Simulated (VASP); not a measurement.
# PbF2 (Fluorocronite) (Fm-3m) in VASP: a series of runs

Aim: see how the results for PbF2 (Fluorocronite) move with the level of theory and the settings. Levels: LDA, PBEsol. Tasks: single point.

Program: VASP 6.6.1. These are calculated values, not measurements. Logs are shortened: lines on timing, memory, paths and dates and some standing lists are left out, and cuts for length are marked.

**1. The cell of the first run**

The structure is cubic, space group Fm-3m (No. 225). Conventional cell: a = 5.927 Å, b = 5.927 Å, c = 5.927 Å, α = 90.00°, β = 90.00°, γ = 90.00°. Within 3.4 Å of Pb (site symmetry m-3m) lie 8 F at 2.57 Å. Within 3.4 Å of F (site symmetry -43m) lie 4 Pb at 2.57 Å and 6 F at 2.96 Å.

**2. Single point, LDA**

INCAR reads:

```
PREC = Accurate ; ENCUT = 600
EDIFF = 1E-6 ; ISMEAR = -1
SIGMA = 0.05 ; LREAL = False
LASPH = True ; NELM = 120
ALGO = Normal ; ISIF = 2
LWAVE = False ; LCHARG = False
GGA = CA ; NBANDS = 21
GGA_COMPAT = False
```

KPOINTS reads:

```
regular mesh
0
Gamma
  8 8 8
```

POSCAR reads:

```
PbF2
1.0
    0.0000000000      2.9636600000      2.9636600000
    2.9636600000      0.0000000000      2.9636600000
    2.9636600000      2.9636600000      0.0000000000
Pb F
1 2
Direct
    0.0000000000      0.0000000000      0.0000000000
    0.7500000000      0.7500000000      0.7500000000
    0.2500000000      0.2500000000      0.2500000000
```

Potentials or basis: VASP PAW LDA potentials, release 64 (Pb_d, F).

Command:

```bash
$ cat potpaw_LDA.64/Pb_d/POTCAR potpaw_LDA.64/F/POTCAR > POTCAR
$ mpirun -np 1 vasp_std > vasp.out
```

OUTCAR:

```text
PREC = Accurate
   ENCUT = 600
   EDIFF = 1E-6
   ISMEAR = -1
   LREAL = False
   LASPH = True
   NELM = 120
   ISIF = 2
   GGA = CA

 ion  position               nearest neighbor table
   1  0.000  0.000  0.000-   2 2.57   2 2.57   2 2.57   3 2.57   3 2.57   3 2.57   3 2.57   2 2.57

   2  0.750  0.750  0.750-   1 2.57   1 2.57   1 2.57   1 2.57
   3  0.250  0.250  0.250-   1 2.57   1 2.57   1 2.57   1 2.57

  LATTYP: Found a face centered cubic cell.
 ALAT       =     5.9273200000

  Lattice vectors:

 A1 = (   0.0000000000,   2.9636600000,   2.9636600000)
 A2 = (   2.9636600000,   0.0000000000,   2.9636600000)
 A3 = (   2.9636600000,   2.9636600000,   0.0000000000)

Analysis of symmetry for initial positions (statically):
=====================================================================
 Subroutine PRICEL returns:
 Original cell was already a primitive cell.

 Routine SETGRP: Setting up the symmetry group for a
 face centered cubic supercell.

 Subroutine GETGRP returns: Found 48 space group operations
 (whereof 48 operations were pure point group operations)
 out of a pool of 48 trial point group operations.

The static configuration has the point symmetry O_h .

Analysis of symmetry for dynamics (positions and initial velocities):
=====================================================================
 Subroutine PRICEL returns:
 Original cell was already a primitive cell.

 Routine SETGRP: Setting up the symmetry group for a
 face centered cubic supercell.

 Subroutine GETGRP returns: Found 48 space group operations
 (whereof 48 operations were pure point group operations)
 out of a pool of 48 trial point group operations.

The dynamic configuration has the point symmetry O_h .

 Subroutine INISYM returns: Found 48 space group operations
 (whereof 48 operations are pure point group operations),
 and found     1 'primitive' translations

----------------------------------------------------------------------------------------

                                     Primitive cell

  volume of cell :      52.0613

  direct lattice vectors                    reciprocal lattice vectors
     0.000000000  2.963660000  2.963660000    -0.168710311  0.168710311  0.168710311
     2.963660000  0.000000000  2.963660000     0.168710311 -0.168710311  0.168710311
     2.963660000  2.963660000  0.000000000     0.168710311  0.168710311 -0.168710311
[... 70 lines left out ...]
   total plane-waves  NPLWV =  46656
   dimension x,y,z NGX =    36 NGY =   36 NGZ =   36
   dimension x,y,z NGXF=    72 NGYF=   72 NGZF=   72
   ions per type =               1   2
   NGX,Y,Z   is equivalent  to a cutoff of  14.28, 14.28, 14.28 a.u.
   NGXF,Y,Z  is equivalent  to a cutoff of  28.56, 28.56, 28.56 a.u.
 SYSTEM =  unknown system
   PREC   = accura    normal or accurate (medium, high low for compatibility)
   ISTART =      0    job   : 0-new  1-cont  2-samecut
   ICHARG =      2    charge: 1-file 2-atom 10-const
   ISPIN  =      1    spin polarized calculation?
   LNONCOLLINEAR =      F non collinear calculations
   LSORBIT =      F    spin-orbit coupling
   LASPH  =      T    aspherical Exc in radial PAW
   ENCUT  =  600.0 eV  44.10 Ry    6.64 a.u.   8.37  8.37  8.37*2*pi/ulx,y,z
   NELM   =    120;   NELMIN=  2; NELMDL= -5     # of ELM steps
   EDIFF  = 0.1E-05   stopping-criterion for ELM
   LREAL  =      F    real-space projection
[... 7 lines left out ...]
   TEBEG  =    0.0;   TEEND  =   0.0 temperature during run
   PSTRESS=    0.0 pullay stress
   NELECT =      28.0000    total number of electrons
   NUPDOWN=      -1.0000    fix difference up-down
   EMIN   =  10.00;   EMAX   =-10.00  energy-range for DOS
   EFERMI =   0.00;   METHOD = LEGACY
   ISMEAR =    -1;   SIGMA  =   0.05  broadening in eV -4-tet -1-fermi 0-gaus
   EFERMI_NEDOS =   21; number of points for ismear=-14 and -15
   IALGO  =     38    algorithm
   IMIX   =      4    mixing-type and parameters
     AMIX     =   0.40;   BMIX     =  1.00
     AMIX_MAG =   1.60;   BMIX_MAG =  1.00
  volume/ion in A,a.u.               =      17.35       117.11
  Fermi-wavevector in a.u.,A,eV,Ry     =   1.331340  2.515869 24.115883  1.772467
  Thomas-Fermi vector in A             =   2.460359
   LORBIT       =      0    0 simple, 1 ext, 2 COOP (PROOUT), +10 PAW based schemes
   GGA     = CA    functional components
   LHFCALC =     F    Hartree Fock is set to
   AEXX    =    0.0000 exact exchange contribution
   IVDW    =     0    specifies the selected vdW correction
   LEPSILON=     F    determine dielectric tensor
   LRPA    =     F    only Hartree local field effects (RPA)
 non-spin polarized calculation
  energy-cutoff  :      600.00
  volume of cell :       52.06
 maximum number of plane-waves:      1807
 NGX is ok and might be reduce to    36
   NGX = 17   NGY = 17   NGZ = 17

 number of electron      28.0000008 magnetization

 Free energy of the ion-electron system (eV)
  ---------------------------------------------------
  ext. energy  EPLUGINS =         0.00000000
  ---------------------------------------------------
  free energy    TOTEN  =       -15.91896003 eV

  energy without entropy =      -15.91896003  energy(sigma->0) =      -15.91896003

 E-fermi :   2.6672     XC(G=0): -10.0648

 val. band max:        1.5033465976   @ k =  -0.2500   0.5000   0.2500
 cond. band min:       5.7253792434   @ k =   0.5000   0.5000   0.0000
 fundamental gap:      4.2220326458
 Fermi energy:         2.6672284683

 k-point     1 :       0.0000    0.0000    0.0000
  band No.  band energies     occupation
      1     -19.2036      2.00000
      2     -18.5326      2.00000
      3     -12.8330      2.00000
      4     -12.8330      2.00000
      5     -12.8330      2.00000
      6     -12.7602      2.00000
[... 565 lines left out ...]
     20      17.3349      0.00000
     21      17.7256      0.00000

 [... further k-points ...]
[... 5 lines left out ...]
  --------------------------------------------------------------------------------------
  -------------------------------------------------------------------------------------
  Total       -1.4915906     -1.4915906     -1.4915906      0.0000000      0.0000000     -0.0000000
  in kB      -45.9034248    -45.9034248    -45.9034248      0.0000000      0.0000000     -0.0000000
  external PRESSURE =     -45.9034248 kB  Pullay stress =       0.0000000 kB

 VOLUME and BASIS-vectors are now :
 -----------------------------------------------------------------------------
  energy-cutoff  :      600.00
  volume of cell :       52.06
      direct lattice vectors                 reciprocal lattice vectors
     0.000000000  2.963660000  2.963660000    -0.168710311  0.168710311  0.168710311
     2.963660000  0.000000000  2.963660000     0.168710311 -0.168710311  0.168710311
     2.963660000  2.963660000  0.000000000     0.168710311  0.168710311 -0.168710311

 POSITION                                       TOTAL-FORCE (eV/Angst)
 -----------------------------------------------------------------------------------
      0.00000      0.00000      0.00000         0.000000     -0.000000     -0.000000
      4.44549      4.44549      4.44549        -0.000000     -0.000000      0.000000
      1.48183      1.48183      1.48183         0.000000      0.000000     -0.000000
 -----------------------------------------------------------------------------------
    total drift:                                0.000000      0.000000      0.000000

  FREE ENERGIE OF THE ION-ELECTRON SYSTEM (eV)
  ---------------------------------------------------
  free  energy   TOTEN  =       -15.9189600283 eV

  energy  without entropy=      -15.9189600283  energy(sigma->0) =      -15.91896003
```

OSZICAR:

```text
N       E                     dE             d eps       ncg     rms          rms(c)
DAV:   1     0.312644646683E+03    0.31264E+03   -0.15852E+04  1236   0.169E+03
DAV:   2     0.119310042521E+02   -0.30071E+03   -0.28201E+03  1308   0.448E+02
DAV:   3    -0.168650181137E+02   -0.28796E+02   -0.28442E+02  1451   0.146E+02
DAV:   4    -0.177064164425E+02   -0.84140E+00   -0.84077E+00  1393   0.257E+01
DAV:   5    -0.177343079286E+02   -0.27891E-01   -0.27890E-01  1574   0.498E+00    0.750E+00
DAV:   6    -0.159944656077E+02    0.17398E+01   -0.81210E+00  1627   0.226E+01    0.271E+00
DAV:   7    -0.159532445434E+02    0.41221E-01   -0.43327E-01  1283   0.410E+00    0.147E+00
DAV:   8    -0.159216949648E+02    0.31550E-01   -0.10752E-01  1433   0.332E+00    0.507E-01
DAV:   9    -0.159186954850E+02    0.29995E-02   -0.16803E-02  1574   0.951E-01    0.925E-02
DAV:  10    -0.159189983966E+02   -0.30291E-03   -0.76030E-04  1331   0.302E-01    0.351E-02
DAV:  11    -0.159189597276E+02    0.38669E-04   -0.81946E-05  1495   0.890E-02    0.117E-02
DAV:  12    -0.159189606286E+02   -0.90106E-06   -0.32631E-05  1511   0.600E-02    0.640E-03
DAV:  13    -0.159189600283E+02    0.60026E-06   -0.52649E-06  1432   0.245E-02
   1 F= -.15918960E+02 E0= -.15918960E+02  d E =-.341750E-10
```

Wall time 36 s (1 thread of Intel Xeon 6975P-C, shared host); peak memory 0.19 GiB.

Results:

- Free energy: -15.9190 eV
- Pressure: -4.6 GPa
- Band gap on the k mesh: 4.22 eV, indirect (least direct gap 4.38 eV)

Caveat: spin-orbit coupling is left out, which moves the levels of the heavy elements. Expect the measured gap to be larger: semilocal functionals such as LDA lack the derivative discontinuity.

**3. Single point, PBEsol**

INCAR reads:

```
SYSTEM = PbF2
PREC = Accurate ; ENCUT = 600
EDIFF = 1E-6 ; ISMEAR = -1
SIGMA = 0.05 ; LREAL = .FALSE.
LASPH = .TRUE. ; NELM = 120
ALGO = Normal ; ISIF = 2
LWAVE = .FALSE. ; LCHARG = .FALSE.
GGA = PS ; NBANDS = 21
GGA_COMPAT = .FALSE.
```

KPOINTS reads:

```
regular mesh
0
G
  6 6 6
  0 0 0
```

POSCAR is that of step 2.

Potentials or basis: VASP PAW PBE potentials, release 64 (Pb_d, F).

Command:

```bash
$ cat potpaw_PBE.64/Pb_d/POTCAR potpaw_PBE.64/F/POTCAR > POTCAR
$ mpirun -np 1 vasp_std > vasp.out
```

Wall time 47 s (1 thread of AMD EPYC 9R45, shared host); peak memory 0.18 GiB.

Results (log left out):

* Free energy: -14.9378 eV
* Pressure: -1.3 GPa
* Band gap on the k mesh: 4.33 eV, indirect (least direct gap 4.46 eV)

Levels at points of the mesh, in eV from the valence-band top:
```
           k point  band 11  band 12  band 13  band 14  band 15  band 16  band 17  band 18
(0.00, 0.00, 0.00)    -2.46    -1.96    -1.96    -1.96     6.70     6.70     6.70    10.54
(0.50, 0.00, 0.00)    -2.67    -2.12    -2.12     0.00     4.96     7.60     7.60    13.10
(0.50, 0.50, 0.00)    -1.52    -1.52    -1.52    -0.13     4.33     7.84     7.84     8.85
```

Caveat: the PAW data sets were made with another functional, which shifts forces and pressure a little; spin-orbit coupling is left out, which moves the levels of the heavy elements. A k mesh can miss the band edges.
